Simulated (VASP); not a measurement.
A run of VASP 6.6.1 is set up as follows.

INCAR

```
SYSTEM = H6C2O
PREC     = Accurate       ! precision mode
ENCUT    = 520            ! plane-wave cutoff, eV
EDIFF    = 1E-7           ! SCF threshold, eV
ISMEAR   = 0              ! smearing method
SIGMA    = 0.005          ! smearing width, eV
LREAL    = .FALSE.        ! projectors in reciprocal space
LASPH    = .TRUE.         ! aspherical terms in the spheres
NELM     = 60             ! most SCF steps
ALGO     = Normal         ! electronic algorithm
ISIF     = 2              ! what is computed and relaxed
LWAVE    = .FALSE.        ! write WAVECAR
LCHARG   = .FALSE.        ! write CHGCAR
GGA      = PE             ! functional
IVDW     = 12             ! dispersion correction
NBANDS   = 20             ! bands
ISYM     = 0
```

The input KPOINTS:

```
regular mesh
0
G
  1 1 1
  0 0 0
```

The input POSCAR:

```
H6C2O
1.0
   15.0644904083      0.0000000000      0.0000000000
    0.0000000000     14.5000000000      0.0000000000
    0.0000000000      0.0000000000     15.0000000000
C O H
2 1 6
Direct
    0.5797643079      0.5163735307      0.4920677531
    0.4246712578      0.5107177099      0.4983587218
    0.4996005271      0.5309366652      0.4449336264
    0.5864321183      0.4437676130      0.5137023223
    0.5839532461      0.5609830516      0.5517416452
    0.6344822224      0.5333578706      0.4467800718
    0.4248261428      0.4379497345      0.5205344232
    0.3654835398      0.5232033531      0.4576001352
    0.4220952594      0.5552907593      0.5581656564
```

Potentials or basis: VASP PAW PBE potentials, release 64 (C, O, H).

Run with:

```bash
$ cat potpaw_PBE.64/C/POTCAR potpaw_PBE.64/O/POTCAR potpaw_PBE.64/H/POTCAR > POTCAR
$ mpirun -np 1 vasp_gam > vasp.out
```

Q: Predict the dispersion energy per atom.

A: -0.013 eV.

Q: Predict the largest force.

A: 0.137 eV/Å.

Forces in eV/Å, atoms in the order of the input:
```
C    0.121 -0.008  0.040
C   -0.122 -0.022  0.058
O   -0.004  0.038 -0.127
H    0.003 -0.021  0.007
H    0.004  0.014  0.020
H    0.015  0.003 -0.009
H   -0.001 -0.020  0.005
H   -0.016  0.004 -0.009
H   -0.002  0.012  0.016
```
